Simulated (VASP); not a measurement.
# SrCl2 (Fm-3m) in VASP: a series of runs, part 2 of 2

VASP 6.6.1. Earlier steps stand in the parts before.

### Step 4. Single point, PBEsol (volume scaled by 0.9)

Contents of INCAR:

```
PREC = Accurate
ENCUT = 520
EDIFF = 1E-6
ISMEAR = -1
SIGMA = 0.03
LREAL = F
LASPH = T
NELM = 80
ALGO = Normal
ISIF = 2
LWAVE = F
LCHARG = F
GGA = PS
NBANDS = 19
```

Contents of KPOINTS:

```
regular mesh
0
Gamma
  7 7 7
```

Contents of POSCAR:

```
SrCl2
1.0
    0.0000000000      3.3789688890      3.3789688890
    3.3789688890      0.0000000000      3.3789688890
    3.3789688890      3.3789688890      0.0000000000
Sr Cl
1 2
Direct
    0.0000000000      0.0000000000      0.0000000000
    0.7500000000      0.7500000000      0.7500000000
    0.2500000000      0.2500000000      0.2500000000
```

Potentials or basis: VASP PAW PBE potentials, release 64 (Sr_sv, Cl).

The run is started by

```sh
cat potpaw_PBE.64/Sr_sv/POTCAR potpaw_PBE.64/Cl/POTCAR > POTCAR
mpirun -np 1 vasp_std > vasp.out
```

OUTCAR:

```text
PREC = Accurate
   ENCUT = 520
   EDIFF = 1E-6
   ISMEAR = -1
   LREAL = F
   LASPH = T
   NELM = 80
   ISIF = 2
   GGA = PS

 ion  position               nearest neighbor table
   1  0.000  0.000  0.000-   2 2.93   3 2.93   2 2.93   2 2.93   2 2.93   3 2.93   3 2.93   3 2.93

   2  0.750  0.750  0.750-   1 2.93   1 2.93   1 2.93   1 2.93
   3  0.250  0.250  0.250-   1 2.93   1 2.93   1 2.93   1 2.93

  LATTYP: Found a face centered cubic cell.
 ALAT       =     6.7579377780

  Lattice vectors:

 A1 = (   0.0000000000,   3.3789688890,   3.3789688890)
 A2 = (   3.3789688890,   0.0000000000,   3.3789688890)
 A3 = (   3.3789688890,   3.3789688890,   0.0000000000)

Analysis of symmetry for initial positions (statically):
=====================================================================
 Subroutine PRICEL returns:
 Original cell was already a primitive cell.

 Routine SETGRP: Setting up the symmetry group for a
 face centered cubic supercell.

 Subroutine GETGRP returns: Found 48 space group operations
 (whereof 48 operations were pure point group operations)
 out of a pool of 48 trial point group operations.

The static configuration has the point symmetry O_h .

Analysis of symmetry for dynamics (positions and initial velocities):
=====================================================================
 Subroutine PRICEL returns:
 Original cell was already a primitive cell.

 Routine SETGRP: Setting up the symmetry group for a
 face centered cubic supercell.

 Subroutine GETGRP returns: Found 48 space group operations
 (whereof 48 operations were pure point group operations)
 out of a pool of 48 trial point group operations.

The dynamic configuration has the point symmetry O_h .

 Subroutine INISYM returns: Found 48 space group operations
 (whereof 48 operations are pure point group operations),
 and found     1 'primitive' translations

----------------------------------------------------------------------------------------

                                     Primitive cell

  volume of cell :      77.1583

  direct lattice vectors                    reciprocal lattice vectors
     0.000000000  3.378968889  3.378968889    -0.147974135  0.147974135  0.147974135
     3.378968889  0.000000000  3.378968889     0.147974135 -0.147974135  0.147974135
     3.378968889  3.378968889  0.000000000     0.147974135  0.147974135 -0.147974135

  length of vectors
     4.778583630  4.778583630  4.778583630     0.256298721  0.256298721  0.256298721

  position of ions in fractional coordinates (direct lattice)
     0.000000000  0.000000000  0.000000000
     0.750000000  0.750000000  0.750000000
     0.250000000  0.250000000  0.250000000

  ion indices of the primitive-cell ions
   primitive index   ion index
                 1           1
                 2           2
                 3           3

----------------------------------------------------------------------------------------

 KPOINTS: regular mesh

Automatic generation of k-mesh.
 Grid dimensions read from file:
 generate k-points for:    7    7    7

 Generating k-lattice:

  Cartesian coordinates                     Fractional coordinates (reciprocal lattice)
    -0.021139162  0.021139162  0.021139162     0.142857143  0.000000000  0.000000000
     0.021139162 -0.021139162  0.021139162     0.000000000  0.142857143  0.000000000
     0.021139162  0.021139162 -0.021139162     0.000000000  0.000000000  0.142857143

  Length of vectors
     0.036614103  0.036614103  0.036614103

  Shift w.r.t. Gamma in fractional coordinates (k-lattice)
     0.000000000  0.000000000  0.000000000

 Subroutine IBZKPT returns following result:
 ===========================================

 Found     20 irreducible k-points:

 Following reciprocal coordinates:
            Coordinates               Weight
  0.000000  0.000000  0.000000      1.000000
  0.142857  0.000000  0.000000      8.000000
  0.285714  0.000000  0.000000      8.000000
  0.428571  0.000000  0.000000      8.000000
  0.142857  0.142857  0.000000      6.000000
  0.285714  0.142857  0.000000     24.000000
[... 12 lines left out ...]
 -0.428571  0.428571  0.142857     24.000000
 -0.285714  0.428571  0.142857     24.000000
   k-points           NKPTS =     20   k-points in BZ     NKDIM =     20   number of bands    NBANDS=     19
   number of dos      NEDOS =    301   number of ions     NIONS =      3
   total plane-waves  NPLWV =  46656
   dimension x,y,z NGX =    36 NGY =   36 NGZ =   36
   dimension x,y,z NGXF=    72 NGYF=   72 NGZF=   72
   ions per type =               1   2
   NGX,Y,Z   is equivalent  to a cutoff of  12.52, 12.52, 12.52 a.u.
   NGXF,Y,Z  is equivalent  to a cutoff of  25.05, 25.05, 25.05 a.u.
 SYSTEM =  unknown system
   PREC   = accura    normal or accurate (medium, high low for compatibility)
   ISTART =      0    job   : 0-new  1-cont  2-samecut
   ICHARG =      2    charge: 1-file 2-atom 10-const
   ISPIN  =      1    spin polarized calculation?
   LNONCOLLINEAR =      F non collinear calculations
   LSORBIT =      F    spin-orbit coupling
   LASPH  =      T    aspherical Exc in radial PAW
   ENCUT  =  520.0 eV  38.22 Ry    6.18 a.u.   8.88  8.88  8.88*2*pi/ulx,y,z
   NELM   =     80;   NELMIN=  2; NELMDL= -5     # of ELM steps
   EDIFF  = 0.1E-05   stopping-criterion for ELM
   LREAL  =      F    real-space projection
   EDIFFG = 0.1E-04   stopping-criterion for IOM
   NSW    =      0    number of steps for IOM
   IBRION =     -1    ionic relax: 0-MD 1-quasi-New 2-CG
   NFREE  =      0    steps in history (QN), initial steepest desc. (CG)
   ISIF   =      2    stress and relaxation
   ISYM   =      2    0-nonsym 1-usesym 2-fastsym
   POTIM  = 0.5000    time-step for ionic-motion
   TEBEG  =    0.0;   TEEND  =   0.0 temperature during run
   PSTRESS=    0.0 pullay stress
   NELECT =      24.0000    total number of electrons
   NUPDOWN=      -1.0000    fix difference up-down
   EMIN   =  10.00;   EMAX   =-10.00  energy-range for DOS
   EFERMI =   0.00;   METHOD = LEGACY
   ISMEAR =    -1;   SIGMA  =   0.03  broadening in eV -4-tet -1-fermi 0-gaus
   EFERMI_NEDOS =   21; number of points for ismear=-14 and -15
   IALGO  =     38    algorithm
   IMIX   =      4    mixing-type and parameters
     AMIX     =   0.40;   BMIX     =  1.00
     AMIX_MAG =   1.60;   BMIX_MAG =  1.00
  volume/ion in A,a.u.               =      25.72       173.56
  Fermi-wavevector in a.u.,A,eV,Ry     =   1.109220  2.096122 16.740189  1.230369
  Thomas-Fermi vector in A             =   2.245757
   LORBIT       =      0    0 simple, 1 ext, 2 COOP (PROOUT), +10 PAW based schemes
   GGA     = PS    functional components
   LHFCALC =     F    Hartree Fock is set to
   AEXX    =    0.0000 exact exchange contribution
   IVDW    =     0    specifies the selected vdW correction
   LEPSILON=     F    determine dielectric tensor
   LRPA    =     F    only Hartree local field effects (RPA)
 non-spin polarized calculation
  energy-cutoff  :      520.00
  volume of cell :       77.16
 maximum number of plane-waves:      2102
   NGX = 17   NGY = 17   NGZ = 17

 number of electron      23.9999996 magnetization

 Free energy of the ion-electron system (eV)
  ---------------------------------------------------
  ext. energy  EPLUGINS =         0.00000000
  ---------------------------------------------------
  free energy    TOTEN  =       -13.29035123 eV

  energy without entropy =      -13.29035123  energy(sigma->0) =      -13.29035123

 E-fermi :   1.4000     XC(G=0):  -8.9232

 val. band max:        0.7068548444   @ k =  -0.4286   0.4286   0.0000
 cond. band min:       6.0967144560   @ k =   0.4286   0.4286   0.0000
 fundamental gap:      5.3898596115
 Fermi energy:         1.3999602219

 k-point     1 :       0.0000    0.0000    0.0000
  band No.  band energies     occupation
      1     -31.7635      2.00000
      2     -13.8290      2.00000
      3     -13.8290      2.00000
      4     -13.8290      2.00000
      5     -12.8705      2.00000
      6     -11.7862      2.00000
[... 11 lines left out ...]
     18       9.7735      0.00000
     19      10.5992      0.00000
[... 397 lines left out ...]
 k-point    20 :      -0.2857    0.4286    0.1429
  band No.  band energies     occupation
      1     -31.7555      2.00000
      2     -14.2500      2.00000
      3     -14.1548      2.00000
      4     -13.8804      2.00000
      5     -11.9653      2.00000
      6     -11.8578      2.00000
[... 11 lines left out ...]
     18      10.5685      0.00000
     19      11.4304      0.00000

------------------------ aborting loop because EDIFF is reached ----------------------------------------

  FORCE on cell =-STRESS in cart. coord.  units (eV):
  Direction    XX          YY          ZZ          XY          YZ          ZX
  --------------------------------------------------------------------------------------
  -------------------------------------------------------------------------------------
  Total        1.4961439      1.4961439      1.4961439      0.0000000      0.0000000      0.0000000
  in kB       31.0671479     31.0671479     31.0671479      0.0000000      0.0000000      0.0000000
  external PRESSURE =      31.0671479 kB  Pullay stress =       0.0000000 kB

 VOLUME and BASIS-vectors are now :
 -----------------------------------------------------------------------------
  energy-cutoff  :      520.00
  volume of cell :       77.16
      direct lattice vectors                 reciprocal lattice vectors
     0.000000000  3.378968889  3.378968889    -0.147974135  0.147974135  0.147974135
     3.378968889  0.000000000  3.378968889     0.147974135 -0.147974135  0.147974135
     3.378968889  3.378968889  0.000000000     0.147974135  0.147974135 -0.147974135

 POSITION                                       TOTAL-FORCE (eV/Angst)
 -----------------------------------------------------------------------------------
      0.00000      0.00000      0.00000        -0.000000     -0.000000     -0.000000
      5.06845      5.06845      5.06845        -0.000000      0.000000     -0.000000
      1.68948      1.68948      1.68948         0.000000      0.000000      0.000000
 -----------------------------------------------------------------------------------
    total drift:                                0.000000      0.000000      0.000000

  FREE ENERGIE OF THE ION-ELECTRON SYSTEM (eV)
  ---------------------------------------------------
  free  energy   TOTEN  =       -13.2903512315 eV

  energy  without entropy=      -13.2903512315  energy(sigma->0) =      -13.29035123
```

OSZICAR:

```text
N       E                     dE             d eps       ncg     rms          rms(c)
DAV:   1     0.140510697227E+03    0.14051E+03   -0.11669E+04   760   0.115E+03
DAV:   2    -0.501996870367E+01   -0.14553E+03   -0.14062E+03  1019   0.226E+02
DAV:   3    -0.132210590805E+02   -0.82011E+01   -0.81757E+01  1021   0.535E+01
DAV:   4    -0.134990637617E+02   -0.27800E+00   -0.27751E+00  1237   0.843E+00
DAV:   5    -0.135018416133E+02   -0.27779E-02   -0.27777E-02  1048   0.867E-01    0.173E+01
DAV:   6    -0.132881133657E+02    0.21373E+00   -0.39305E-01   862   0.356E+00    0.107E+01
DAV:   7    -0.132883514922E+02   -0.23813E-03   -0.29070E-01  1035   0.331E+00    0.142E+00
DAV:   8    -0.132878915594E+02    0.45993E-03   -0.45994E-02   887   0.117E+00    0.374E-01
DAV:   9    -0.132890181159E+02   -0.11266E-02   -0.14331E-03   913   0.246E-01    0.137E-01
DAV:  10    -0.132901563746E+02   -0.11383E-02   -0.74082E-04   824   0.140E-01    0.386E-02
DAV:  11    -0.132903249503E+02   -0.16858E-03   -0.13551E-04   940   0.550E-02    0.308E-02
DAV:  12    -0.132903509723E+02   -0.26022E-04   -0.35823E-05   826   0.268E-02    0.722E-03
DAV:  13    -0.132903512315E+02   -0.25928E-06   -0.59297E-07   895   0.474E-03
   1 F= -.13290351E+02 E0= -.13290351E+02  d E =-.488700E-11
```

Run time: 38 s. Hardware: 1 thread of Intel Xeon Platinum 8375C at 2.90GHz (Ice Lake), shared host; peak memory 0.21 GiB.

Results:

- Free energy: -13.2904 eV
- Pressure: 3.1 GPa
- Band gap on the k mesh: 5.39 eV, indirect (least direct gap 5.52 eV)

Levels at points of the mesh, in eV from the valence-band top:
```tsv
k point	band 8	band 9	band 10	band 11	band 12	band 13	band 14	band 15	band 16	band 17
(0.00, 0.00, 0.00)	-2.49	-2.49	-0.34	-0.34	-0.34	5.53	5.94	5.94	9.07	9.07
```

Caveat: the cell differs from its parent crystal (volume scaled by 0.9); the PAW data sets were made with another functional, which shifts forces and pressure a little.

### Step 5. Single point, PBEsol (volume scaled by 0.9)

Contents of INCAR:

```
SYSTEM = SrCl2
  PREC = Accurate
  ENCUT = 520
  EDIFF = 1E-6
  ISMEAR = -1
  SIGMA = 0.03
  LREAL = .False.
  LASPH = .True.
  NELM = 100
  ALGO = Normal
  ISIF = 2
  LWAVE = .False.
  LCHARG = .False.
  GGA = PS
  NBANDS = 19
```

Contents of KPOINTS:

```
Automatic mesh
0
Gamma
  7 7 7
  0 0 0
```

POSCAR is that of step 4.

The run is started by

```sh
cat potpaw_PBE.64/Sr_sv/POTCAR potpaw_PBE.64/Cl/POTCAR > POTCAR
mpirun -np 1 vasp_std > vasp.out
```

Wall time 28 s (1 thread of Intel Xeon Platinum 8375C at 2.90GHz (Ice Lake), shared host); peak memory 0.21 GiB.

The run converged. Its results:

```
Free energy            : -13.2904 eV
Pressure               : 3.1 GPa
Band gap on the k mesh : 5.39 eV, indirect (least direct gap 5.52 eV)
```

Levels at points of the mesh, in eV from the valence-band top:
```tsv
k point	band 9	band 10	band 11	band 12	band 13	band 14	band 15	band 16
(0.00, 0.00, 0.00)	-2.49	-0.34	-0.34	-0.34	5.53	5.94	5.94	9.07
```

Caveat: the cell differs from its parent crystal (volume scaled by 0.9); the PAW data sets were made with another functional, which shifts forces and pressure a little.

### Step 6. Single point, PBEsol

This run uses another cell than the first one, of 28.58 Å³/atom, 1.667 times its volume.

Contents of INCAR:

```
SYSTEM = SrCl2
PREC = Accurate
ENCUT = 520
EDIFF = 1E-7
ISMEAR = -1
SIGMA = 0.03
LREAL = .False.
LASPH = .True.
NELM = 60
ALGO = Normal
ISIF = 2
LWAVE = .False.
LCHARG = .False.
GGA = PS
NBANDS = 19
```

KPOINTS is that of step 5.

Contents of POSCAR:

```
SrCl2
1.0
    0.0000000000      3.4997473228      3.4997473228
    3.4997473228      0.0000000000      3.4997473228
    3.4997473228      3.4997473228      0.0000000000
Sr Cl
1 2
Direct
    0.0000000000      0.0000000000      0.0000000000
    0.7500000000      0.7500000000      0.7500000000
    0.2500000000      0.2500000000      0.2500000000
```

Potentials or basis: VASP PAW PBE potentials, release 64 (Sr_sv, Cl).

The run is started by

```sh
cat potpaw_PBE.64/Sr_sv/POTCAR potpaw_PBE.64/Cl/POTCAR > POTCAR
mpirun -np 1 vasp_std > vasp.out
```

Run time: 45 s. Hardware: 1 thread of Intel Xeon Platinum 8375C at 2.90GHz (Ice Lake), shared host; peak memory 0.24 GiB.

The run converged. Its results:

```
Free energy            : -13.3314 eV
Pressure               : -1.3 GPa
Band gap on the k mesh : 5.13 eV, indirect (least direct gap 5.44 eV)
```

Levels at points of the mesh, in eV from the valence-band top:
| k point | band 10 | band 11 | band 12 | band 13 | band 14 | band 15 |
| --- | --- | --- | --- | --- | --- | --- |
| (0.00, 0.00, 0.00) | -0.30 | -0.30 | -0.30 | 5.13 | 6.01 | 6.01 |

Caveat: the PAW data sets were made with another functional, which shifts forces and pressure a little. A k mesh can miss the band edges.

### Step 7. The runs side by side

```csv
cell,gap on the mesh (eV),pressure (GPa)
"a = 4.174 Å, angles 60.0°, 3 atoms",4.70,52.2
"a = 4.779 Å, angles 60.0°, 3 atoms",5.39,3.1
"a = 4.949 Å, angles 60.0°, 3 atoms",5.13,-1.3
```

Alike in all rows: task single point; level PBEsol; potentials or basis VASP PAW PBE potentials, release 64 (Sr_sv, Cl); no spin polarisation; k mesh 7 × 7 × 7; cutoff (eV) 520; smearing fermi-dirac 0.03 eV.

Caveats: the PAW data sets were made with another functional, which shifts forces and pressure a little.

Absolute energies hang on the potentials; compare differences alone.
